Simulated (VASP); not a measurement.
BeAs3, 8 atoms in the cell. The structure is hexagonal, space group P6_3/mmc (No. 194). The conventional cell has a = 8.269 Å, b = 8.269 Å, c = 3.576 Å, α = 90.00°, β = 90.00°, γ = 120.00°. Within 3.0 Å of Be (site symmetry -6m2) lie 6 As at 2.31 Å. Within 3.0 Å of As (site symmetry mm2) lie 2 Be at 2.31 Å and 2 As at 2.52 Å. 

- Program: VASP 6.6.1
- Task: single point
- Functional: PBE
- Potentials or basis: VASP PAW PBE potentials, release 64 (Be, As_d)
- Cutoff: 510 eV
- k mesh: 3 × 3 × 4
- Occupations: gaussian, width 0.1 eV
- Spin: no spin polarisation
- Dipole correction: no
- Further INCAR settings: ALGO = Normal; EDIFF = 1e-06; NBANDS = 57

Potentials or basis: VASP PAW PBE potentials, release 64 (Be, As_d).

Run with:

```bash
$ cat potpaw_PBE.64/Be/POTCAR potpaw_PBE.64/As_d/POTCAR > POTCAR
$ mpirun -np 1 vasp_std > vasp.out
```

Hardware: 1 thread of Intel(R) Xeon(R) Platinum 8488C (Sapphire Rapids), with other jobs on the host.

Question: Estimate the wall time of this run.

Answer: It took 100 s on 1 thread of Intel(R) Xeon(R) Platinum 8488C (Sapphire Rapids), on a shared host, peak memory 0.35 GiB. Counts: scf iterations 14, k points 9.
